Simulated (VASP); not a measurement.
# InAs (F-43m) in VASP: notebook, part 2 of 2

VASP 6.6.1. The steps go on from the part before.

**5. Single point, PBE**

Input file INCAR:

```
SYSTEM = InAs
PREC     = Accurate       ! precision mode
ENCUT    = 520            ! plane-wave cutoff, eV
EDIFF    = 1E-6           ! SCF threshold, eV
ISMEAR   = 0              ! smearing method
SIGMA    = 0.017          ! smearing width, eV
LREAL    = .False.        ! projectors in reciprocal space
LASPH    = .True.         ! aspherical terms in the spheres
NELM     = 60             ! most SCF steps
ALGO     = Normal         ! electronic algorithm
ISIF     = 2              ! what is computed and relaxed
LWAVE    = .False.        ! write WAVECAR
LCHARG   = .False.        ! write CHGCAR
GGA      = PE             ! functional
NBANDS   = 16             ! bands
```

Input file KPOINTS:

```
Automatic mesh
0
Gamma
  8 8 8
  0 0 0
```

Input file POSCAR:

```
InAs
1.0
    0.0000000000      3.0180000000      3.0180000000
    3.0180000000      0.0000000000      3.0180000000
    3.0180000000      3.0180000000      0.0000000000
In As
1 1
Direct
    0.0000000000      0.0000000000      0.0000000000
    0.7500000000      0.7500000000      0.7500000000
```

Potentials or basis: VASP PAW PBE potentials, release 64 (In_d, As).

The run is started by

```sh
$ cat potpaw_PBE.64/In_d/POTCAR potpaw_PBE.64/As/POTCAR > POTCAR
$ mpirun -np 1 vasp_std > vasp.out
```

OUTCAR:

```text
SYSTEM = InAs
   PREC = Accurate
   ENCUT = 520
   EDIFF = 1E-6
   ISMEAR = 0
   LREAL = .False.
   LASPH = .True.
   NELM = 60
   ISIF = 2
   GGA = PE

 ion  position               nearest neighbor table
   1  0.000  0.000  0.000-   2 2.61   2 2.61   2 2.61   2 2.61
   2  0.750  0.750  0.750-   1 2.61   1 2.61   1 2.61   1 2.61

  LATTYP: Found a face centered cubic cell.
 ALAT       =     6.0360000000

  Lattice vectors:

 A1 = (   0.0000000000,   3.0180000000,   3.0180000000)
 A2 = (   3.0180000000,   0.0000000000,   3.0180000000)
 A3 = (   3.0180000000,   3.0180000000,   0.0000000000)

Analysis of symmetry for initial positions (statically):
=====================================================================
 Subroutine PRICEL returns:
 Original cell was already a primitive cell.

 Routine SETGRP: Setting up the symmetry group for a
 face centered cubic supercell.

 Subroutine GETGRP returns: Found 24 space group operations
 (whereof 24 operations were pure point group operations)
 out of a pool of 48 trial point group operations.

The static configuration has the point symmetry T_d .

Analysis of symmetry for dynamics (positions and initial velocities):
=====================================================================
 Subroutine PRICEL returns:
 Original cell was already a primitive cell.

 Routine SETGRP: Setting up the symmetry group for a
 face centered cubic supercell.

 Subroutine GETGRP returns: Found 24 space group operations
 (whereof 24 operations were pure point group operations)
 out of a pool of 48 trial point group operations.

The dynamic configuration has the point symmetry T_d .

 Subroutine INISYM returns: Found 24 space group operations
 (whereof 24 operations are pure point group operations),
 and found     1 'primitive' translations

----------------------------------------------------------------------------------------

                                     Primitive cell

  volume of cell :      54.9778

  direct lattice vectors                    reciprocal lattice vectors
     0.000000000  3.018000000  3.018000000    -0.165672631  0.165672631  0.165672631
     3.018000000  0.000000000  3.018000000     0.165672631 -0.165672631  0.165672631
     3.018000000  3.018000000  0.000000000     0.165672631  0.165672631 -0.165672631

  length of vectors
     4.268096531  4.268096531  4.268096531     0.286953414  0.286953414  0.286953414

  position of ions in fractional coordinates (direct lattice)
     0.000000000  0.000000000  0.000000000
     0.750000000  0.750000000  0.750000000

  ion indices of the primitive-cell ions
   primitive index   ion index
                 1           1
                 2           2

----------------------------------------------------------------------------------------

 KPOINTS: Automatic mesh

Automatic generation of k-mesh.
 Grid dimensions read from file:
 generate k-points for:    8    8    8

 Generating k-lattice:

  Cartesian coordinates                     Fractional coordinates (reciprocal lattice)
    -0.020709079  0.020709079  0.020709079     0.125000000  0.000000000  0.000000000
     0.020709079 -0.020709079  0.020709079     0.000000000  0.125000000  0.000000000
     0.020709079  0.020709079 -0.020709079     0.000000000  0.000000000  0.125000000

  Length of vectors
     0.035869177  0.035869177  0.035869177

  Shift w.r.t. Gamma in fractional coordinates (k-lattice)
     0.000000000  0.000000000  0.000000000

 Subroutine IBZKPT returns following result:
 ===========================================

 Found     29 irreducible k-points:

 Following reciprocal coordinates:
            Coordinates               Weight
  0.000000  0.000000  0.000000      1.000000
  0.125000  0.000000  0.000000      8.000000
  0.250000  0.000000  0.000000      8.000000
  0.375000  0.000000  0.000000      8.000000
  0.500000  0.000000  0.000000      4.000000
  0.125000  0.125000  0.000000      6.000000
[... 16 lines left out ...]
  0.500000  0.250000  0.125000     48.000000
 -0.375000  0.250000  0.125000     24.000000
 [... further k-points ...]
   k-points           NKPTS =     29   k-points in BZ     NKDIM =     29   number of bands    NBANDS=     16
   number of dos      NEDOS =    301   number of ions     NIONS =      2
   total plane-waves  NPLWV =  32768
   dimension x,y,z NGX =    32 NGY =   32 NGZ =   32
   dimension x,y,z NGXF=    64 NGYF=   64 NGZF=   64
   ions per type =               1   1
   NGX,Y,Z   is equivalent  to a cutoff of  12.46, 12.46, 12.46 a.u.
   NGXF,Y,Z  is equivalent  to a cutoff of  24.93, 24.93, 24.93 a.u.
 SYSTEM =  InAs
   PREC   = accura    normal or accurate (medium, high low for compatibility)
   ISTART =      0    job   : 0-new  1-cont  2-samecut
   ICHARG =      2    charge: 1-file 2-atom 10-const
   ISPIN  =      1    spin polarized calculation?
   LNONCOLLINEAR =      F non collinear calculations
   LSORBIT =      F    spin-orbit coupling
   LASPH  =      T    aspherical Exc in radial PAW
   ENCUT  =  520.0 eV  38.22 Ry    6.18 a.u.   7.94  7.94  7.94*2*pi/ulx,y,z
   NELM   =     60;   NELMIN=  2; NELMDL= -5     # of ELM steps
   EDIFF  = 0.1E-05   stopping-criterion for ELM
   LREAL  =      F    real-space projection
   EDIFFG = 0.1E-04   stopping-criterion for IOM
   NSW    =      0    number of steps for IOM
   IBRION =     -1    ionic relax: 0-MD 1-quasi-New 2-CG
   NFREE  =      0    steps in history (QN), initial steepest desc. (CG)
   ISIF   =      2    stress and relaxation
   ISYM   =      2    0-nonsym 1-usesym 2-fastsym
   POTIM  = 0.5000    time-step for ionic-motion
   TEBEG  =    0.0;   TEEND  =   0.0 temperature during run
   PSTRESS=    0.0 pullay stress
   NELECT =      18.0000    total number of electrons
   NUPDOWN=      -1.0000    fix difference up-down
   EMIN   =  10.00;   EMAX   =-10.00  energy-range for DOS
   EFERMI =   0.00;   METHOD = LEGACY
   ISMEAR =     0;   SIGMA  =   0.02  broadening in eV -4-tet -1-fermi 0-gaus
   EFERMI_NEDOS =   21; number of points for ismear=-14 and -15
   IALGO  =     38    algorithm
   IMIX   =      4    mixing-type and parameters
     AMIX     =   0.40;   BMIX     =  1.00
     AMIX_MAG =   1.60;   BMIX_MAG =  1.00
  volume/ion in A,a.u.               =      27.49       185.50
  Fermi-wavevector in a.u.,A,eV,Ry     =   1.128331  2.132236 17.321990  1.273130
  Thomas-Fermi vector in A             =   2.265020
   LORBIT       =      0    0 simple, 1 ext, 2 COOP (PROOUT), +10 PAW based schemes
   GGA     = PE    functional components
   LHFCALC =     F    Hartree Fock is set to
   AEXX    =    0.0000 exact exchange contribution
   IVDW    =     0    specifies the selected vdW correction
   LEPSILON=     F    determine dielectric tensor
   LRPA    =     F    only Hartree local field effects (RPA)
 non-spin polarized calculation
 Gauss-broadening in eV      SIGMA  =   0.02
  energy-cutoff  :      520.00
  volume of cell :       54.98
 maximum number of plane-waves:      1494
   NGX = 15   NGY = 15   NGZ = 15

 number of electron      17.9999991 magnetization

 Free energy of the ion-electron system (eV)
  ---------------------------------------------------
  ext. energy  EPLUGINS =         0.00000000
  ---------------------------------------------------
  free energy    TOTEN  =        -7.66126393 eV

  energy without entropy =       -7.66121271  energy(sigma->0) =       -7.66123832

 E-fermi :   4.5690     XC(G=0):  -9.1170

 val. band max:        4.5637750412   @ k =   0.0000   0.0000   0.0000
 cond. band min:       5.5323312370   @ k =   0.5000   0.0000   0.0000
 fundamental gap:      0.9685561958
 Fermi energy:         4.5689526098

 k-point     1 :       0.0000    0.0000    0.0000
  band No.  band energies     occupation
      1      -9.8398      2.00000
      2      -9.8398      2.00000
      3      -9.8398      2.00000
      4      -9.7118      2.00000
      5      -9.7118      2.00000
      6      -7.3330      2.00000
[... 8 lines left out ...]
     15      14.2589      0.00000
     16      14.2589      0.00000

 k-point     2 :       0.1250    0.0000    0.0000
  band No.  band energies     occupation
      1      -9.8604      2.00000
      2      -9.8339      2.00000
      3      -9.8339      2.00000
      4      -9.7119      2.00000
      5      -9.7119      2.00000
      6      -7.1699      2.00000
[... 8 lines left out ...]
     15      13.3758      0.00000
     16      13.3758      0.00000
[... 387 lines left out ...]
      5      -9.7021      2.00000
      6      -5.8446      2.00000
[... 8 lines left out ...]
     15      14.8986      0.00000
     16      15.7082      0.00000

 k-point    24 :      -0.3750    0.2500    0.1250
  band No.  band energies     occupation
      1      -9.9822      2.00000
      2      -9.7988      2.00000
      3      -9.7852      2.00000
      4      -9.7169      2.00000
      5      -9.7041      2.00000
      6      -5.5769      2.00000
[... 8 lines left out ...]
     15      14.9909      0.00000
     16      15.7163      0.00000

 [... further k-points ...]
[... 5 lines left out ...]
  --------------------------------------------------------------------------------------
  -------------------------------------------------------------------------------------
  Total        1.4948260      1.4948260      1.4948260     -0.0000000      0.0000000     -0.0000000
  in kB       43.5625729     43.5625729     43.5625729     -0.0000000      0.0000000     -0.0000000
  external PRESSURE =      43.5625729 kB  Pullay stress =       0.0000000 kB

 VOLUME and BASIS-vectors are now :
 -----------------------------------------------------------------------------
  energy-cutoff  :      520.00
  volume of cell :       54.98
      direct lattice vectors                 reciprocal lattice vectors
     0.000000000  3.018000000  3.018000000    -0.165672631  0.165672631  0.165672631
     3.018000000  0.000000000  3.018000000     0.165672631 -0.165672631  0.165672631
     3.018000000  3.018000000  0.000000000     0.165672631  0.165672631 -0.165672631

 POSITION                                       TOTAL-FORCE (eV/Angst)
 -----------------------------------------------------------------------------------
      0.00000      0.00000      0.00000         0.000000     -0.000000     -0.000000
      4.52700      4.52700      4.52700        -0.000000      0.000000      0.000000
 -----------------------------------------------------------------------------------
    total drift:                                0.000000      0.000000      0.000000

  FREE ENERGIE OF THE ION-ELECTRON SYSTEM (eV)
  ---------------------------------------------------
  free  energy   TOTEN  =        -7.6612639257 eV

  energy  without entropy=       -7.6612127058  energy(sigma->0) =       -7.66123832
```

Wall time 17 s (1 thread of Intel Xeon 6975P-C, shared host); peak memory 0.18 GiB.

Results:

| Property | Result |
| --- | --- |
| Free energy | -7.6613 eV |
| Pressure | 4.4 GPa |
| Band gap on the k mesh | zero (filled and empty bands touch) |

Caveat: spin-orbit coupling is left out, which moves the levels of the heavy elements.

**6. Single point, PBE**

Input file INCAR:

```
ALGO = Normal
EDIFF = 1E-6
ENCUT = 520
GGA = PE
ISIF = 2
ISMEAR = 0
LASPH = True
LCHARG = False
LREAL = False
LWAVE = False
NBANDS = 16
NELM = 100
PREC = Accurate
SIGMA = 0.020999999999999998
```

Input file KPOINTS:

```
k-points
0
Gamma
  8 8 8
```

POSCAR is that of step 5.

Potentials or basis: VASP PAW PBE potentials, release 64 (In_d, As).

The run is started by

```sh
$ cat potpaw_PBE.64/In_d/POTCAR potpaw_PBE.64/As/POTCAR > POTCAR
$ mpirun -np 1 vasp_std > vasp.out
```

OUTCAR:

```text
EDIFF = 1E-6
   ENCUT = 520
   GGA = PE
   ISIF = 2
   ISMEAR = 0
   LASPH = True
   LREAL = False
   NELM = 100
   PREC = Accurate

 ion  position               nearest neighbor table
   1  0.000  0.000  0.000-   2 2.61   2 2.61   2 2.61   2 2.61
   2  0.750  0.750  0.750-   1 2.61   1 2.61   1 2.61   1 2.61

  LATTYP: Found a face centered cubic cell.
 ALAT       =     6.0360000000

  Lattice vectors:

 A1 = (   0.0000000000,   3.0180000000,   3.0180000000)
 A2 = (   3.0180000000,   0.0000000000,   3.0180000000)
 A3 = (   3.0180000000,   3.0180000000,   0.0000000000)

Analysis of symmetry for initial positions (statically):
=====================================================================
 Subroutine PRICEL returns:
 Original cell was already a primitive cell.

 Routine SETGRP: Setting up the symmetry group for a
 face centered cubic supercell.

 Subroutine GETGRP returns: Found 24 space group operations
 (whereof 24 operations were pure point group operations)
 out of a pool of 48 trial point group operations.

The static configuration has the point symmetry T_d .

[... 154 lines left out ...]
  ext. energy  EPLUGINS =         0.00000000
  ---------------------------------------------------
  free energy    TOTEN  =        -7.66127598 eV

  energy without entropy =       -7.66121271  energy(sigma->0) =       -7.66124434

 E-fermi :   4.5702     XC(G=0):  -9.1170

 val. band max:        4.5637750411   @ k =   0.0000   0.0000   0.0000
 cond. band min:       5.5323312371   @ k =   0.5000   0.0000   0.0000
 fundamental gap:      0.9685561959
 Fermi energy:         4.5701708906

 k-point     1 :       0.0000    0.0000    0.0000
  band No.  band energies     occupation
      1      -9.8398      2.00000
      2      -9.8398      2.00000
      3      -9.8398      2.00000
      4      -9.7118      2.00000
      5      -9.7118      2.00000
      6      -7.3330      2.00000
[... 433 lines left out ...]
      3      -9.7852      2.00000
      4      -9.7169      2.00000
      5      -9.7041      2.00000
      6      -5.5769      2.00000
[... 8 lines left out ...]
     15      14.9909      0.00000
     16      15.7163      0.00000

 [... further k-points ...]
[... 5 lines left out ...]
  --------------------------------------------------------------------------------------
  -------------------------------------------------------------------------------------
  Total        1.4948260      1.4948260      1.4948260     -0.0000000      0.0000000     -0.0000000
  in kB       43.5625729     43.5625729     43.5625729     -0.0000000      0.0000000     -0.0000000
  external PRESSURE =      43.5625729 kB  Pullay stress =       0.0000000 kB

 VOLUME and BASIS-vectors are now :
 -----------------------------------------------------------------------------
  energy-cutoff  :      520.00
  volume of cell :       54.98
      direct lattice vectors                 reciprocal lattice vectors
     0.000000000  3.018000000  3.018000000    -0.165672631  0.165672631  0.165672631
     3.018000000  0.000000000  3.018000000     0.165672631 -0.165672631  0.165672631
     3.018000000  3.018000000  0.000000000     0.165672631  0.165672631 -0.165672631

 POSITION                                       TOTAL-FORCE (eV/Angst)
 -----------------------------------------------------------------------------------
      0.00000      0.00000      0.00000        -0.000000     -0.000000     -0.000000
      4.52700      4.52700      4.52700         0.000000      0.000000      0.000000
 -----------------------------------------------------------------------------------
    total drift:                                0.000000      0.000000      0.000000

  FREE ENERGIE OF THE ION-ELECTRON SYSTEM (eV)
  ---------------------------------------------------
  free  energy   TOTEN  =        -7.6612759772 eV

  energy  without entropy=       -7.6612127055  energy(sigma->0) =       -7.66124434
```

OSZICAR:

```text
N       E                     dE             d eps       ncg     rms          rms(c)
DAV:   1     0.114140125839E+03    0.11414E+03   -0.83030E+03   928   0.122E+03
DAV:   2     0.304387469432E-01   -0.11411E+03   -0.10920E+03  1032   0.300E+02
DAV:   3    -0.772744072986E+01   -0.77579E+01   -0.77227E+01  1160   0.763E+01
DAV:   4    -0.793152506384E+01   -0.20408E+00   -0.20403E+00  1200   0.134E+01
DAV:   5    -0.794012901691E+01   -0.86040E-02   -0.86038E-02  1344   0.238E+00    0.461E+00
DAV:   6    -0.768509617957E+01    0.25503E+00   -0.38059E-01  1440   0.104E+01    0.257E+00
DAV:   7    -0.765941120458E+01    0.25685E-01   -0.11792E-01  1320   0.305E+00    0.731E-01
DAV:   8    -0.766045611694E+01   -0.10449E-02   -0.13588E-02  1120   0.132E+00    0.206E-01
DAV:   9    -0.766105851633E+01   -0.60240E-03   -0.99445E-04  1184   0.261E-01    0.123E-01
DAV:  10    -0.766122885817E+01   -0.17034E-03   -0.20720E-04  1112   0.209E-01    0.653E-02
DAV:  11    -0.766127549433E+01   -0.46636E-04   -0.11476E-04  1080   0.125E-01    0.420E-02
DAV:  12    -0.766127597719E+01   -0.48286E-06   -0.67250E-06  1064   0.308E-02
   1 F= -.76612760E+01 E0= -.76612443E+01  d E =-.632717E-04
```

It took 21 s on 1 thread of Intel Xeon 6975P-C, shared host; peak memory 0.18 GiB.

Results:

```yaml
Free_energy: -7.6613 eV
Pressure: 4.4 GPa
Band_gap_on_the_k_mesh: zero (filled and empty bands touch)
```

Levels at points of the mesh, in eV from the Fermi level:
```
           k point  band 7  band 8  band 9  band 10  band 11  band 12
(0.00, 0.00, 0.00)   -0.17   -0.01   -0.01    -0.01     3.90     3.90
(0.50, 0.00, 0.00)   -5.80   -1.00   -1.00     0.96     4.67     4.67
(0.50, 0.50, 0.00)   -5.87   -2.35   -2.35     1.53     2.06     9.21
```

Caveat: spin-orbit coupling is left out, which moves the levels of the heavy elements.

**7. The runs side by side**

```tsv
level	k mesh	smearing	grid for exact exchange (PRECFOCK)	gap on the mesh (eV)	pressure (GPa)
r2SCANh	4 × 4 × 4	fermi-dirac 0.05 eV	Normal	0.77	1.7
PBE	8 × 8 × 8	gaussian 0.013 eV	-	none	4.4
PBE	8 × 8 × 8	gaussian 0.016 eV	-	none	4.4
PBE	8 × 8 × 8	gaussian 0.017 eV	-	none	4.4
PBE	8 × 8 × 8	gaussian 0.021 eV	-	none	4.4
```

Alike in all rows: task single point; potentials or basis VASP PAW PBE potentials, release 64 (In_d, As); no spin polarisation; cell as given; cutoff (eV) 520.

Caveats: some runs use coarse meshes; spin-orbit coupling is left out, which moves the levels of the heavy elements; the PAW data sets were made with another functional, which shifts forces and pressure a little (some runs).

Absolute energies hang on the potentials; compare differences alone.
